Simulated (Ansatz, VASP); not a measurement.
## One calculation of Si2W, two programs

```
Si W
1.0
     4.74449    0.00000    0.00000
    -2.37224    4.10885    0.00000
     0.00000    0.00000    6.28739
Si W
6 3
Cartesian
  2.3722 2.9696 3.1437
  -1.3856 3.5392 5.2395
  1.3856 3.5392 1.0479
  0.0000 1.1392 3.1437
  3.7579 0.5696 5.2395
  0.9866 0.5696 1.0479
  -1.1861 2.0544 1.0479
  1.1861 2.0544 5.2395
  2.3722 0.0000 3.1437
```

Alike in both runs: task single point; functional PBE; k mesh 9 × 9 × 6; occupations gaussian, width 0.03 eV; no spin polarisation.

|  | VASP | Ansatz |
| --- | --- | --- |
| version | VASP 6.6.1 | Ansatz 0.2.0 |
| potentials or method | VASP PAW PBE potentials, release 64 (Si, W_sv), cutoff 520 eV | scalar-relativistic, plane waves, PAW |
| valence electrons in the cell | 66 | 66 |

|  | VASP | Ansatz | Ansatz less VASP |
| --- | --- | --- | --- |
| gap on the k mesh at the Fermi level (eV) | none | none | - |
| pressure (GPa) | 7.7 | 7.8 | +0.05 |
| traceless stress, the component that is largest in VASP (GPa) | 9.03 | 9.07 | +0.040 |
| rms of the force components (eV/Å) | 1.761 | 1.769 | +0.0086 |

Atom by atom the forces differ by 0.009 eV/Å (rms over components). A gap of «none» marks a metal or a gap that the smearing closes. The functional is the same, so the differences come from potentials, cutoffs and numerics.

Spin-orbit coupling is off throughout.
